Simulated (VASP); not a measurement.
# PbS (scan) (Fm-3m) in VASP: notebook

Runs on PbS (scan). Level: r2SCAN. Tasks: single point.

All numbers are computed with VASP 6.6.1; they aren't measurements. Logs are shortened: lines on timing, memory, paths and dates and some standing lists are left out, and cuts for length are marked.

## 1. The cell of the first run

It takes space group Fm-3m (No. 225, cubic). The conventional cell has a = 5.936 Å, b = 5.936 Å, c = 5.936 Å, α = 90.00°, β = 90.00°, γ = 90.00°. Within 3.9 Å of Pb (site symmetry m-3m) lie 6 S at 2.97 Å. Within 3.9 Å of S (site symmetry m-3m) lie 6 Pb at 2.97 Å.

## 2. Single point, r2SCAN

POSCAR reads:

```
PbS
1.0
    0.0000000000      2.9680000000      2.9680000000
    2.9680000000      0.0000000000      2.9680000000
    2.9680000000      2.9680000000      0.0000000000
Pb S
1 1
Direct
    0.0000000000      0.0000000000      0.0000000000
    0.5000000000      0.5000000000      0.5000000000
```

INCAR.step1 reads:

```
ALGO = Normal
EDIFF = 1E-4
ENCUT = 520
GGA = PE
ISMEAR = 0
LASPH = True
LCHARG = False
LREAL = False
LWAVE = True
NBANDS = 17
NELM = 80
PREC = Accurate
SIGMA = 0.1
```

INCAR.step2 reads:

```
ALGO = Normal
EDIFF = 1E-6
ENCUT = 520
ISIF = 2
ISMEAR = 0
ISTART = 1
LASPH = True
LCHARG = False
LMIXTAU = True
LREAL = False
LWAVE = False
METAGGA = R2SCAN
NBANDS = 17
NELM = 80
PREC = Accurate
SIGMA = 0.1
```

KPOINTS reads:

```
k-points
0
Gamma
  6 6 6
```

Potentials or basis: VASP PAW PBE potentials, release 64 (Pb_d, S).

Started as:

```sh
> cat potpaw_PBE.64/Pb_d/POTCAR potpaw_PBE.64/S/POTCAR > POTCAR
> cp INCAR.step1 INCAR
> mpirun -np 1 vasp_std > vasp.out
> cp INCAR.step2 INCAR
> mpirun -np 1 vasp_std > vasp.out
```

OUTCAR:

```text
EDIFF = 1E-6
   ENCUT = 520
   ISIF = 2
   ISMEAR = 0
   ISTART = 1
   LASPH = True
   LREAL = False
   METAGGA = R2SCAN
   NELM = 80
   PREC = Accurate

 ion  position               nearest neighbor table
   1  0.000  0.000  0.000-   2 2.97   2 2.97   2 2.97   2 2.97   2 2.97   2 2.97
   2  0.500  0.500  0.500-   1 2.97   1 2.97   1 2.97   1 2.97   1 2.97   1 2.97

  LATTYP: Found a face centered cubic cell.
 ALAT       =     5.9360000000

  Lattice vectors:

 A1 = (   0.0000000000,   2.9680000000,   2.9680000000)
 A2 = (   2.9680000000,   0.0000000000,   2.9680000000)
 A3 = (   2.9680000000,   2.9680000000,   0.0000000000)

Analysis of symmetry for initial positions (statically):
=====================================================================
 Subroutine PRICEL returns:
 Original cell was already a primitive cell.

 Routine SETGRP: Setting up the symmetry group for a
 face centered cubic supercell.

 Subroutine GETGRP returns: Found 48 space group operations
 (whereof 48 operations were pure point group operations)
 out of a pool of 48 trial point group operations.

The static configuration has the point symmetry O_h .

Analysis of symmetry for dynamics (positions and initial velocities):
=====================================================================
 Subroutine PRICEL returns:
 Original cell was already a primitive cell.

 Routine SETGRP: Setting up the symmetry group for a
 face centered cubic supercell.

 Subroutine GETGRP returns: Found 48 space group operations
 (whereof 48 operations were pure point group operations)
 out of a pool of 48 trial point group operations.

The dynamic configuration has the point symmetry O_h .

 Subroutine INISYM returns: Found 48 space group operations
 (whereof 48 operations are pure point group operations),
 and found     1 'primitive' translations

----------------------------------------------------------------------------------------

                                     Primitive cell

  volume of cell :      52.2904

  direct lattice vectors                    reciprocal lattice vectors
     0.000000000  2.968000000  2.968000000    -0.168463612  0.168463612  0.168463612
     2.968000000  0.000000000  2.968000000     0.168463612 -0.168463612  0.168463612
     2.968000000  2.968000000  0.000000000     0.168463612  0.168463612 -0.168463612

[... 70 lines left out ...]
   LSORBIT =      F    spin-orbit coupling
   LASPH  =      T    aspherical Exc in radial PAW
   ENCUT  =  520.0 eV  38.22 Ry    6.18 a.u.   7.80  7.80  7.80*2*pi/ulx,y,z
   NELM   =     80;   NELMIN=  2; NELMDL=  0     # of ELM steps
   EDIFF  = 0.1E-05   stopping-criterion for ELM
   LREAL  =      F    real-space projection
   EDIFFG = 0.1E-04   stopping-criterion for IOM
   NSW    =      0    number of steps for IOM
   IBRION =     -1    ionic relax: 0-MD 1-quasi-New 2-CG
   NFREE  =      0    steps in history (QN), initial steepest desc. (CG)
   ISIF   =      2    stress and relaxation
   ISYM   =      2    0-nonsym 1-usesym 2-fastsym
   POTIM  = 0.5000    time-step for ionic-motion
   TEBEG  =    0.0;   TEEND  =   0.0 temperature during run
   PSTRESS=    0.0 pullay stress
   NELECT =      20.0000    total number of electrons
   NUPDOWN=      -1.0000    fix difference up-down
   EMIN   =  10.00;   EMAX   =-10.00  energy-range for DOS
   EFERMI =   0.00;   METHOD = LEGACY
   ISMEAR =     0;   SIGMA  =   0.10  broadening in eV -4-tet -1-fermi 0-gaus
   EFERMI_NEDOS =   21; number of points for ismear=-14 and -15
   IALGO  =     38    algorithm
   IMIX   =      4    mixing-type and parameters
     AMIX     =   0.40;   BMIX     =  1.00
     AMIX_MAG =   1.60;   BMIX_MAG =  1.00
  volume/ion in A,a.u.               =      26.15       176.44
  Fermi-wavevector in a.u.,A,eV,Ry     =   1.188350  2.245655 19.213808  1.412175
  Thomas-Fermi vector in A             =   2.324481
   LORBIT       =      0    0 simple, 1 ext, 2 COOP (PROOUT), +10 PAW based schemes
   METAGGA = R2SCAN    functional components
   LHFCALC =     F    Hartree Fock is set to
   AEXX    =    0.0000 exact exchange contribution
   IVDW    =     0    specifies the selected vdW correction
   LEPSILON=     F    determine dielectric tensor
   LRPA    =     F    only Hartree local field effects (RPA)
 non-spin polarized calculation
 Gauss-broadening in eV      SIGMA  =   0.10
  energy-cutoff  :      520.00
  volume of cell :       52.29
 maximum number of plane-waves:      1420
   NGX = 15   NGY = 15   NGZ = 15

 number of electron      19.9999998 magnetization

 Free energy of the ion-electron system (eV)
  ---------------------------------------------------
  ext. energy  EPLUGINS =         0.00000000
  ---------------------------------------------------
  free energy    TOTEN  =       -65.60928785 eV

  energy without entropy =      -65.60928775  energy(sigma->0) =      -65.60928780

 E-fermi :   5.9905     XC(G=0): -10.2442

 val. band max:        5.6751673188   @ k =   0.5000   0.0000   0.0000
 cond. band min:       6.3058623892   @ k =   0.5000   0.0000   0.0000
 fundamental gap:      0.6306950704
 Fermi energy:         5.9905154524

 k-point     1 :       0.0000    0.0000    0.0000
  band No.  band energies     occupation
      1     -11.7756      2.00000
      2     -11.7756      2.00000
      3     -11.7756      2.00000
      4     -11.7598      2.00000
      5     -11.7598      2.00000
      6      -8.5240      2.00000
[... 297 lines left out ...]
      4     -11.7376      2.00000
      5     -11.7153      2.00000
      6      -6.7922      2.00000
[... 9 lines left out ...]
     16      18.1361      0.00000
     17      18.4529      0.00000

------------------------ aborting loop because EDIFF is reached ----------------------------------------

  FORCE on cell =-STRESS in cart. coord.  units (eV):
  Direction    XX          YY          ZZ          XY          YZ          ZX
  --------------------------------------------------------------------------------------
  -------------------------------------------------------------------------------------
  Total        0.3697670      0.3697670      0.3697670      0.0000000      0.0000000     -0.0000000
  in kB       11.3296657     11.3296657     11.3296657      0.0000000      0.0000000     -0.0000000
  external PRESSURE =      11.3296657 kB  Pullay stress =       0.0000000 kB

 VOLUME and BASIS-vectors are now :
 -----------------------------------------------------------------------------
  energy-cutoff  :      520.00
  volume of cell :       52.29
      direct lattice vectors                 reciprocal lattice vectors
     0.000000000  2.968000000  2.968000000    -0.168463612  0.168463612  0.168463612
     2.968000000  0.000000000  2.968000000     0.168463612 -0.168463612  0.168463612
     2.968000000  2.968000000  0.000000000     0.168463612  0.168463612 -0.168463612

 POSITION                                       TOTAL-FORCE (eV/Angst)
 -----------------------------------------------------------------------------------
      0.00000      0.00000      0.00000        -0.000000      0.000000     -0.000000
      2.96800      2.96800      2.96800         0.000000     -0.000000      0.000000
 -----------------------------------------------------------------------------------
    total drift:                                0.000000     -0.000000     -0.000000

  FREE ENERGIE OF THE ION-ELECTRON SYSTEM (eV)
  ---------------------------------------------------
  free  energy   TOTEN  =       -65.6092878515 eV

  energy  without entropy=      -65.6092877512  energy(sigma->0) =      -65.60928780
```

OUTCAR.step1:

```text
EDIFF = 1E-4
   ENCUT = 520
   GGA = PE
   ISMEAR = 0
   LASPH = True
[... 529 lines left out ...]
 -----------------------------------------------------------------------------------
      0.00000      0.00000      0.00000        -0.000000      0.000000      0.000000
      2.96800      2.96800      2.96800         0.000000     -0.000000     -0.000000
 -----------------------------------------------------------------------------------
    total drift:                                0.000000     -0.000000     -0.000000

  FREE ENERGIE OF THE ION-ELECTRON SYSTEM (eV)
  ---------------------------------------------------
  free  energy   TOTEN  =        -8.7591432161 eV

  energy  without entropy=       -8.7590792224  energy(sigma->0) =       -8.75911122
```

Wall time 83 s (1 thread of Intel Xeon 8259CL, shared host); peak memory 0.19 GiB.

Results:

```yaml
Free_energy: -65.6093 eV
Pressure: 1.1 GPa
Band_gap_on_the_k_mesh: 0.63 eV, direct
```

Caveat: the PAW data sets were made with another functional, which shifts forces and pressure a little; spin-orbit coupling is left out, which moves the levels of the heavy elements.

## 3. Single point, r2SCAN

This run uses another cell than the first one, of 26.66 Å³/atom, 1.020 times its volume.

POSCAR reads:

```
PbS
1.0
    0.0000000000      2.9873891311      2.9873891311
    2.9873891311      0.0000000000      2.9873891311
    2.9873891311      2.9873891311      0.0000000000
Pb S
1 1
Direct
    0.0000000000      0.0000000000      0.0000000000
    0.5000000000      0.5000000000      0.5000000000
```

INCAR.step1 reads:

```
  PREC = Accurate
  ENCUT = 520
  ISMEAR = 0
  SIGMA = 0.02
  LREAL = False
  LASPH = True
  NELM = 80
  NBANDS = 17
  GGA = PE
  ALGO = Normal
  EDIFF = 1E-4
  LWAVE = True
  LCHARG = False
```

INCAR.step2 reads:

```
  PREC = Accurate
  ENCUT = 520
  EDIFF = 1E-6
  ISMEAR = 0
  SIGMA = 0.02
  LREAL = False
  LASPH = True
  NELM = 80
  ALGO = Normal
  ISIF = 2
  LWAVE = False
  LCHARG = False
  METAGGA = R2SCAN
  LMIXTAU = True
  NBANDS = 17
  ISTART = 1
```

KPOINTS reads:

```
regular mesh
0
Gamma
  8 8 8
```

Potentials or basis: VASP PAW PBE potentials, release 64 (Pb_d, S).

Started as:

```sh
> cat potpaw_PBE.64/Pb_d/POTCAR potpaw_PBE.64/S/POTCAR > POTCAR
> cp INCAR.step1 INCAR
> mpirun -np 1 vasp_std > vasp.out
> cp INCAR.step2 INCAR
> mpirun -np 1 vasp_std > vasp.out
```

Wall time 2.6 min (1 thread of Intel Xeon 8259CL, shared host); peak memory 0.2 GiB.

It converged, with:

```yaml
Free_energy: -65.6122 eV
Pressure: 0.0 GPa
Band_gap_on_the_k_mesh: 0.70 eV, direct
```

Levels at points of the mesh, in eV from the valence-band top:
```csv
k point,band 6,band 7,band 8,band 9,band 10,band 11,band 12,band 13,band 14,band 15
"(0.00, 0.00, 0.00)",-13.99,-6.13,-2.20,-2.20,-2.20,5.51,5.51,5.51,7.21,7.21
"(0.50, 0.00, 0.00)",-12.79,-8.96,-1.81,-1.81,0.00,0.70,2.25,2.25,9.16,10.68
"(0.50, 0.50, 0.00)",-12.37,-7.31,-5.17,-3.45,-3.45,4.26,5.95,6.02,6.02,11.71
```

Caveat: the PAW data sets were made with another functional, which shifts forces and pressure a little; spin-orbit coupling is left out, which moves the levels of the heavy elements.

## 4. Single point, r2SCAN

This run uses another cell than the first one, of 26.66 Å³/atom, 1.020 times its volume.

POSCAR is that of step 3.

INCAR.step1 reads:

```
PREC = Accurate
ENCUT = 520
ISMEAR = 0
SIGMA = 0.01
LREAL = F
LASPH = T
NELM = 80
NBANDS = 17
GGA = PE
ALGO = Normal
EDIFF = 1E-4
LWAVE = T
LCHARG = F
```

INCAR.step2 reads:

```
PREC = Accurate
ENCUT = 520
EDIFF = 1E-7
ISMEAR = 0
SIGMA = 0.01
LREAL = F
LASPH = T
NELM = 80
ALGO = Normal
ISIF = 2
LWAVE = F
LCHARG = T
METAGGA = R2SCAN
LMIXTAU = T
LELF = T
LVHAR = T
NBANDS = 17
ISTART = 1
```

KPOINTS reads:

```
Automatic mesh
0
Gamma
  8 8 8
```

Started as:

```sh
> cat potpaw_PBE.64/Pb_d/POTCAR potpaw_PBE.64/S/POTCAR > POTCAR
> cp INCAR.step1 INCAR
> mpirun -np 1 vasp_std > vasp.out
> cp INCAR.step2 INCAR
> mpirun -np 1 vasp_std > vasp.out
```

Wall time 2.7 min (1 thread of Intel Xeon 8259CL, shared host); peak memory 0.19 GiB.

It converged, with:

```yaml
Free_energy: -65.6122 eV
Pressure: 0.0 GPa
Band_gap_on_the_k_mesh: 0.70 eV, direct
```

Levels at points of the mesh, in eV from the valence-band top:
| k point | band 6 | band 7 | band 8 | band 9 | band 10 | band 11 | band 12 | band 13 | band 14 | band 15 |
| --- | --- | --- | --- | --- | --- | --- | --- | --- | --- | --- |
| (0.00, 0.00, 0.00) | -13.99 | -6.13 | -2.20 | -2.20 | -2.20 | 5.51 | 5.51 | 5.51 | 7.21 | 7.21 |
| (0.50, 0.00, 0.00) | -12.79 | -8.96 | -1.81 | -1.81 | 0.00 | 0.70 | 2.25 | 2.25 | 9.16 | 10.68 |
| (0.50, 0.50, 0.00) | -12.37 | -7.31 | -5.17 | -3.45 | -3.45 | 4.26 | 5.95 | 6.02 | 6.02 | 11.71 |

Caveat: the PAW data sets were made with another functional, which shifts forces and pressure a little; spin-orbit coupling is left out, which moves the levels of the heavy elements.

## 5. Overview

| cell | k mesh | smearing | gap on the mesh (eV) | pressure (GPa) |
| --- | --- | --- | --- | --- |
| a = 4.197 Å, angles 60.0°, 2 atoms | 6 × 6 × 6 | gaussian 0.1 eV | 0.63 | 1.1 |
| a = 4.225 Å, angles 60.0°, 2 atoms | 8 × 8 × 8 | gaussian 0.02 eV | 0.70 | 0.0 |
| a = 4.225 Å, angles 60.0°, 2 atoms | 8 × 8 × 8 | gaussian 0.01 eV | 0.70 | 0.0 |

Alike in all rows: task single point; level r2SCAN; potentials or basis VASP PAW PBE potentials, release 64 (Pb_d, S); no spin polarisation; cutoff (eV) 520.

Caveats: the PAW data sets were made with another functional, which shifts forces and pressure a little; spin-orbit coupling is left out, which moves the levels of the heavy elements.

Absolute energies hang on the potentials; compare differences alone.
